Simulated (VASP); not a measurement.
# TiC (Fm-3m) in VASP: further runs

Runs on TiC. Level: PBEsol. Tasks: electric field gradients.

All numbers are computed with VASP 6.6.1; they aren't measurements. Logs are shortened: lines on timing, memory, paths and dates and some standing lists are left out, and cuts for length are marked.

### Step 1. The cell of the first run

It takes space group Fm-3m (No. 225, cubic). Conventional cell: a = 4.314 Å, b = 4.314 Å, c = 4.314 Å, α = 90.00°, β = 90.00°, γ = 90.00°. Within 2.9 Å of Ti (site symmetry m-3m) lie 6 C at 2.16 Å. Within 2.9 Å of C (site symmetry m-3m) lie 6 Ti at 2.16 Å.

### Step 2. Electric field gradients, PBEsol (10.03 Å³/atom)

Contents of INCAR:

```
PREC = Accurate ; ENCUT = 520
EDIFF = 1E-8 ; ISMEAR = -1
SIGMA = 0.03 ; LREAL = False
LASPH = True ; NELM = 60
ALGO = Normal ; ISIF = 2
LWAVE = False ; LCHARG = False
GGA = PS ; LEFG = True
NBANDS = 15
```

Contents of KPOINTS:

```
Automatic mesh
0
Gamma
  14 14 14
```

Contents of POSCAR:

```
TiC
1.0
    0.0000000000      2.1567624877      2.1567624877
    2.1567624877      0.0000000000      2.1567624877
    2.1567624877      2.1567624877      0.0000000000
Ti C
1 1
Direct
    0.0000000000      0.0000000000      0.0000000000
    0.5000000000      0.5000000000      0.5000000000
```

Potentials or basis: VASP PAW PBE potentials, release 64 (Ti_sv, C).

On the command line:

```sh
> cat potpaw_PBE.64/Ti_sv/POTCAR potpaw_PBE.64/C/POTCAR > POTCAR
> mpirun -np 1 vasp_std > vasp.out
```

OUTCAR:

```text
PREC = Accurate
   ENCUT = 520
   EDIFF = 1E-8
   ISMEAR = -1
   LREAL = False
   LASPH = True
   NELM = 60
   ISIF = 2
   GGA = PS

 ion  position               nearest neighbor table
   1  0.000  0.000  0.000-   2 2.16   2 2.16   2 2.16   2 2.16   2 2.16   2 2.16
   2  0.500  0.500  0.500-   1 2.16   1 2.16   1 2.16   1 2.16   1 2.16   1 2.16

  LATTYP: Found a face centered cubic cell.
 ALAT       =     4.3135249754

  Lattice vectors:

 A1 = (   0.0000000000,   2.1567624877,   2.1567624877)
 A2 = (   2.1567624877,   0.0000000000,   2.1567624877)
 A3 = (   2.1567624877,   2.1567624877,   0.0000000000)

Analysis of symmetry for initial positions (statically):
=====================================================================
 Subroutine PRICEL returns:
 Original cell was already a primitive cell.

 Routine SETGRP: Setting up the symmetry group for a
 face centered cubic supercell.

 Subroutine GETGRP returns: Found 48 space group operations
 (whereof 48 operations were pure point group operations)
 out of a pool of 48 trial point group operations.

The static configuration has the point symmetry O_h .

Analysis of symmetry for dynamics (positions and initial velocities):
=====================================================================
 Subroutine PRICEL returns:
 Original cell was already a primitive cell.

 Routine SETGRP: Setting up the symmetry group for a
 face centered cubic supercell.

 Subroutine GETGRP returns: Found 48 space group operations
 (whereof 48 operations were pure point group operations)
 out of a pool of 48 trial point group operations.

The dynamic configuration has the point symmetry O_h .

 Subroutine INISYM returns: Found 48 space group operations
 (whereof 48 operations are pure point group operations),
 and found     1 'primitive' translations

----------------------------------------------------------------------------------------

                                     Primitive cell

  volume of cell :      20.0649

  direct lattice vectors                    reciprocal lattice vectors
     0.000000000  2.156762488  2.156762488    -0.231828958  0.231828958  0.231828958
[... 133 lines left out ...]
 E-fermi :   9.4428     XC(G=0): -12.9245

 val. band max:        9.4406417900   @ k =   0.3571   0.2857   0.0000
 cond. band min:       9.4992255329   @ k =   0.4286   0.3571   0.0000
 fundamental gap:      0.0585837429
 Fermi energy:         9.4428335962

 k-point     1 :       0.0000    0.0000    0.0000
  band No.  band energies     occupation
      1     -46.8456      2.00000
      2     -22.9656      2.00000
      3     -22.9656      2.00000
      4     -22.9656      2.00000
      5      -2.9769      2.00000
      6      10.1160      0.00000
      7      10.1160      0.00000
      8      10.1160      0.00000
      9      11.1691      0.00000
     10      11.1691      0.00000
     11      11.1691      0.00000
     12      11.2007      0.00000
     13      11.2007      0.00000
     14      20.1087      0.00000
[... 401 lines left out ...]
      2     -23.2273      2.00000
      3     -23.0302      2.00000
      4     -23.0212      2.00000
      5      -1.4945      2.00000
      6       6.2492      2.00000
      7       7.7683      2.00000
      8       8.3261      2.00000
      9      10.2567      0.00000
     10      11.7813      0.00000
     11      12.9147      0.00000
     12      14.0589      0.00000
     13      15.9559      0.00000
     14      21.6905      0.00000
     15      23.8120      0.00000

 [... further k-points ...]

------------------------ aborting loop because EDIFF is reached ----------------------------------------

  FORCE on cell =-STRESS in cart. coord.  units (eV):
  Direction    XX          YY          ZZ          XY          YZ          ZX
  --------------------------------------------------------------------------------------
  -------------------------------------------------------------------------------------
  Total       -0.4269419     -0.4269419     -0.4269419      0.0000000     -0.0000000      0.0000000
  in kB      -34.0912121    -34.0912121    -34.0912121      0.0000000     -0.0000000      0.0000000
  external PRESSURE =     -34.0912121 kB  Pullay stress =       0.0000000 kB

 VOLUME and BASIS-vectors are now :
 -----------------------------------------------------------------------------
  energy-cutoff  :      520.00
  volume of cell :       20.06
      direct lattice vectors                 reciprocal lattice vectors
     0.000000000  2.156762488  2.156762488    -0.231828958  0.231828958  0.231828958
     2.156762488  0.000000000  2.156762488     0.231828958 -0.231828958  0.231828958
     2.156762488  2.156762488  0.000000000     0.231828958  0.231828958 -0.231828958

 POSITION                                       TOTAL-FORCE (eV/Angst)
 -----------------------------------------------------------------------------------
      0.00000      0.00000      0.00000        -0.000000      0.000000      0.000000
      2.15676      2.15676      2.15676         0.000000     -0.000000     -0.000000
 -----------------------------------------------------------------------------------
    total drift:                                0.000000     -0.000000     -0.000000

  FREE ENERGIE OF THE ION-ELECTRON SYSTEM (eV)
  ---------------------------------------------------
  free  energy   TOTEN  =       -19.7996288015 eV

  energy  without entropy=      -19.7986909367  energy(sigma->0) =      -19.79915987

 Electric field gradients (V/A^2)
---------------------------------------------------------------------
 ion       V_xx      V_yy      V_zz      V_xy      V_xz      V_yz
---------------------------------------------------------------------
   1       0.000    -0.000    -0.000     0.001     0.001     0.001
   2       0.000     0.000     0.000     0.000     0.000     0.000
---------------------------------------------------------------------

 Electric field gradients after diagonalization (V/A^2)
 (convention: |V_zz| > |V_xx| > |V_yy|)
----------------------------------------------------------------------
 ion       V_xx      V_yy      V_zz     asymmetry (V_yy - V_xx)/ V_zz
----------------------------------------------------------------------
   1      -0.001    -0.001     0.001       0.000
   2      -0.000    -0.000     0.000       0.000
----------------------------------------------------------------------

           NMR quadrupolar parameters

 Cq : quadrupolar parameter    Cq=e*Q*V_zz/h
 eta: asymmetry parameters     (V_yy - V_xx)/ V_zz
 Q  : nuclear electric quadrupole moment in mb (millibarn)
----------------------------------------------------------------------
 ion       Cq(MHz)       eta       Q (mb)
----------------------------------------------------------------------
   1       0.000       0.000       1.000
   2       0.000       0.000       1.000
----------------------------------------------------------------------
```

OSZICAR:

```text
N       E                     dE             d eps       ncg     rms          rms(c)
DAV:   1     0.116418482728E+03    0.11642E+03   -0.79370E+03  3120   0.127E+03
DAV:   2    -0.176088324224E+02   -0.13403E+03   -0.12611E+03  3330   0.335E+02
DAV:   3    -0.249641262481E+02   -0.73553E+01   -0.72258E+01  4087   0.764E+01
DAV:   4    -0.251897327284E+02   -0.22561E+00   -0.22542E+00  3904   0.124E+01
DAV:   5    -0.251953000568E+02   -0.55673E-02   -0.55667E-02  4075   0.170E+00    0.186E+01
DAV:   6    -0.203617787173E+02    0.48335E+01   -0.11100E+01  4431   0.560E+01    0.663E+00
DAV:   7    -0.198407832529E+02    0.52100E+00   -0.19124E+00  3683   0.195E+01    0.507E+00
DAV:   8    -0.198072940581E+02    0.33489E-01   -0.11136E-01  3591   0.391E+00    0.295E+00
DAV:   9    -0.198042728459E+02    0.30212E-02   -0.84225E-02  4058   0.359E+00    0.897E-01
DAV:  10    -0.198014317628E+02    0.28411E-02   -0.10374E-02  4127   0.151E+00    0.631E-01
DAV:  11    -0.197996745495E+02    0.17572E-02   -0.32032E-03  3624   0.785E-01    0.111E-01
DAV:  12    -0.197996363137E+02    0.38236E-04   -0.26107E-04  3554   0.160E-01    0.453E-02
DAV:  13    -0.197996289758E+02    0.73379E-05   -0.19398E-05  3883   0.377E-02    0.533E-03
DAV:  14    -0.197996289573E+02    0.18503E-07   -0.47925E-07  3733   0.592E-03    0.395E-03
DAV:  15    -0.197996287385E+02    0.21880E-06   -0.14261E-07  4129   0.362E-03    0.907E-04
DAV:  16    -0.197996287975E+02   -0.59024E-07   -0.13813E-08  2806   0.108E-03    0.322E-04
DAV:  17    -0.197996288015E+02   -0.39345E-08   -0.10160E-09  1952   0.457E-04
   1 F= -.19799629E+02 E0= -.19799160E+02  d E =-.937865E-03
```

stdout:

```text
POSCAR found type information on POSCAR TiC
 POSCAR found :  2 types and       2 ions
 scaLAPACK will be used
 -----------------------------------------------------------------------------
|                                                                             |
|                                                                             |
|     You enforced a specific xc type in the INCAR file but a different       |
|     I HOPE YOU KNOW WHAT YOU ARE DOING!                                     |
|                                                                             |
 -----------------------------------------------------------------------------

 LDA part: xc-table for (Slater+PW92), standard interpolation
 POSCAR, INCAR and KPOINTS ok, starting setup
 FFT: planning ... GRIDC
 FFT: planning ... GRID_SOFT
 FFT: planning ... GRID
 WAVECAR not read
 entering main loop
ion   1

ion   2
```

Wall time 39 s (1 thread of Intel Xeon 8259CL, shared host); peak memory 0.16 GiB.

Results:

| Property | Result |
| --- | --- |
| Free energy | -19.7996 eV |
| Pressure | -3.4 GPa |
| Band gap on the k mesh | zero (bands 8 and 9 overlap by 1.07 eV) |
| Largest electric field gradient by atom | zero within the noise of the run |

Caveat: the cell stands under tension; the PAW data sets were made with another functional, which shifts forces and pressure a little.

### Step 3. Electric field gradients, PBEsol (10.24 Å³/atom)

This run uses another cell than the first one, of 10.24 Å³/atom.

Contents of INCAR:

```
PREC = Accurate
ENCUT = 520
EDIFF = 1E-8
ISMEAR = -1
SIGMA = 0.03
LREAL = F
LASPH = T
NELM = 100
ALGO = Normal
ISIF = 2
LWAVE = F
LCHARG = F
GGA = PS
LEFG = T
NBANDS = 15
```

Contents of KPOINTS:

```
regular mesh
0
Gamma
  14 14 14
```

Contents of POSCAR:

```
TiC
1.0
    0.0000000000      2.1711894216      2.1711894216
    2.1711894216      0.0000000000      2.1711894216
    2.1711894216      2.1711894216      0.0000000000
Ti C
1 1
Direct
    0.0000000000      0.0000000000      0.0000000000
    0.5000000000      0.5000000000      0.5000000000
```

Potentials or basis: VASP PAW PBE potentials, release 64 (Ti_sv, C).

On the command line:

```sh
> cat potpaw_PBE.64/Ti_sv/POTCAR potpaw_PBE.64/C/POTCAR > POTCAR
> mpirun -np 1 vasp_std > vasp.out
```

OUTCAR:

```text
PREC = Accurate
   ENCUT = 520
   EDIFF = 1E-8
   ISMEAR = -1
   LREAL = F
   LASPH = T
   NELM = 100
   ISIF = 2
   GGA = PS

 ion  position               nearest neighbor table
   1  0.000  0.000  0.000-   2 2.17   2 2.17   2 2.17   2 2.17   2 2.17   2 2.17
   2  0.500  0.500  0.500-   1 2.17   1 2.17   1 2.17   1 2.17   1 2.17   1 2.17

  LATTYP: Found a face centered cubic cell.
 ALAT       =     4.3423788432

  Lattice vectors:

 A1 = (   0.0000000000,   2.1711894216,   2.1711894216)
 A2 = (   2.1711894216,   0.0000000000,   2.1711894216)
[... 643 lines left out ...]
  ---------------------------------------------------
  free  energy   TOTEN  =       -19.7849824125 eV

  energy  without entropy=      -19.7840307744  energy(sigma->0) =      -19.78450659

 Electric field gradients (V/A^2)
---------------------------------------------------------------------
 ion       V_xx      V_yy      V_zz      V_xy      V_xz      V_yz
---------------------------------------------------------------------
   1      -0.000    -0.000     0.000     0.000     0.000     0.000
   2       0.000     0.000    -0.000     0.000     0.000     0.000
---------------------------------------------------------------------

 Electric field gradients after diagonalization (V/A^2)
 (convention: |V_zz| > |V_xx| > |V_yy|)
----------------------------------------------------------------------
 ion       V_xx      V_yy      V_zz     asymmetry (V_yy - V_xx)/ V_zz
----------------------------------------------------------------------
   1      -0.000    -0.000     0.000       0.000
   2      -0.000    -0.000     0.000       0.000
----------------------------------------------------------------------

           NMR quadrupolar parameters

 Cq : quadrupolar parameter    Cq=e*Q*V_zz/h
 eta: asymmetry parameters     (V_yy - V_xx)/ V_zz
 Q  : nuclear electric quadrupole moment in mb (millibarn)
----------------------------------------------------------------------
 ion       Cq(MHz)       eta       Q (mb)
----------------------------------------------------------------------
   1       0.000       0.000       1.000
   2       0.000       0.000       1.000
----------------------------------------------------------------------
```

stdout:

```text
POSCAR found type information on POSCAR TiC
 POSCAR found :  2 types and       2 ions
 scaLAPACK will be used
 -----------------------------------------------------------------------------
|                                                                             |
|                                                                             |
|     You enforced a specific xc type in the INCAR file but a different       |
|     I HOPE YOU KNOW WHAT YOU ARE DOING!                                     |
|                                                                             |
 -----------------------------------------------------------------------------

 LDA part: xc-table for (Slater+PW92), standard interpolation
 POSCAR, INCAR and KPOINTS ok, starting setup
 FFT: planning ... GRIDC
 FFT: planning ... GRID_SOFT
 FFT: planning ... GRID
 WAVECAR not read
 entering main loop
ion   1

ion   2
```

It took 49 s on 1 thread of Intel Xeon 8259CL, shared host; peak memory 0.16 GiB.

What came out:

- Free energy: -19.7850 eV
- Pressure: -8.2 GPa
- Band gap on the k mesh: zero (bands 8 and 9 overlap by 1.06 eV)
- Largest electric field gradient by atom: zero within the noise of the run

Caveat: the cell stands under tension; the PAW data sets were made with another functional, which shifts forces and pressure a little.

### Step 4. Electric field gradients, PBEsol (10.24 Å³/atom)

This run uses another cell than the first one, of 10.24 Å³/atom.

Contents of INCAR:

```
SYSTEM = TiC
  PREC = Accurate
  ENCUT = 520
  EDIFF = 1E-8
  ISMEAR = -1
  SIGMA = 0.03
  LREAL = .False.
  LASPH = .True.
  NELM = 60
  ALGO = Normal
  ISIF = 2
  LWAVE = .False.
  LCHARG = .False.
  GGA = PS
  LEFG = .True.
  NBANDS = 15
```

Contents of KPOINTS:

```
regular mesh
0
Gamma
  14 14 14
  0 0 0
```

POSCAR is that of step 3.

Potentials or basis: VASP PAW PBE potentials, release 64 (Ti_sv, C).

On the command line:

```sh
> cat potpaw_PBE.64/Ti_sv/POTCAR potpaw_PBE.64/C/POTCAR > POTCAR
> mpirun -np 1 vasp_std > vasp.out
```

OUTCAR:

```text
SYSTEM = TiC
   PREC = Accurate
   ENCUT = 520
   EDIFF = 1E-8
   ISMEAR = -1
   LREAL = .False.
   LASPH = .True.
   NELM = 60
   ISIF = 2
   GGA = PS

 ion  position               nearest neighbor table
   1  0.000  0.000  0.000-   2 2.17   2 2.17   2 2.17   2 2.17   2 2.17   2 2.17
   2  0.500  0.500  0.500-   1 2.17   1 2.17   1 2.17   1 2.17   1 2.17   1 2.17

  LATTYP: Found a face centered cubic cell.
 ALAT       =     4.3423788432

  Lattice vectors:

 A1 = (   0.0000000000,   2.1711894216,   2.1711894216)
[... 644 lines left out ...]
  ---------------------------------------------------
  free  energy   TOTEN  =       -19.7849824125 eV

  energy  without entropy=      -19.7840307744  energy(sigma->0) =      -19.78450659

 Electric field gradients (V/A^2)
---------------------------------------------------------------------
 ion       V_xx      V_yy      V_zz      V_xy      V_xz      V_yz
---------------------------------------------------------------------
   1      -0.000    -0.000     0.000     0.000     0.000     0.000
   2       0.000     0.000    -0.000     0.000     0.000     0.000
---------------------------------------------------------------------

 Electric field gradients after diagonalization (V/A^2)
 (convention: |V_zz| > |V_xx| > |V_yy|)
----------------------------------------------------------------------
 ion       V_xx      V_yy      V_zz     asymmetry (V_yy - V_xx)/ V_zz
----------------------------------------------------------------------
   1      -0.000    -0.000     0.000       0.000
   2      -0.000    -0.000     0.000       0.000
----------------------------------------------------------------------

           NMR quadrupolar parameters

 Cq : quadrupolar parameter    Cq=e*Q*V_zz/h
 eta: asymmetry parameters     (V_yy - V_xx)/ V_zz
 Q  : nuclear electric quadrupole moment in mb (millibarn)
----------------------------------------------------------------------
 ion       Cq(MHz)       eta       Q (mb)
----------------------------------------------------------------------
   1       0.000       0.000       1.000
   2       0.000       0.000       1.000
----------------------------------------------------------------------
```

stdout:

```text
POSCAR found type information on POSCAR TiC
 POSCAR found :  2 types and       2 ions
 scaLAPACK will be used
 -----------------------------------------------------------------------------
|                                                                             |
|                                                                             |
|     You enforced a specific xc type in the INCAR file but a different       |
|     I HOPE YOU KNOW WHAT YOU ARE DOING!                                     |
|                                                                             |
 -----------------------------------------------------------------------------

 LDA part: xc-table for (Slater+PW92), standard interpolation
 POSCAR, INCAR and KPOINTS ok, starting setup
 FFT: planning ... GRIDC
 FFT: planning ... GRID_SOFT
 FFT: planning ... GRID
 WAVECAR not read
 entering main loop
ion   1

ion   2
```

Run time: 54 s. Hardware: 1 thread of Intel Xeon 8259CL, shared host; peak memory 0.16 GiB.

What came out:

```
Free energy                             : -19.7850 eV
Pressure                                : -8.2 GPa
Band gap on the k mesh                  : zero (bands 8 and 9 overlap by 1.06 eV)
Largest electric field gradient by atom : zero within the noise of the run
```

Caveat: the cell stands under tension; the PAW data sets were made with another functional, which shifts forces and pressure a little.
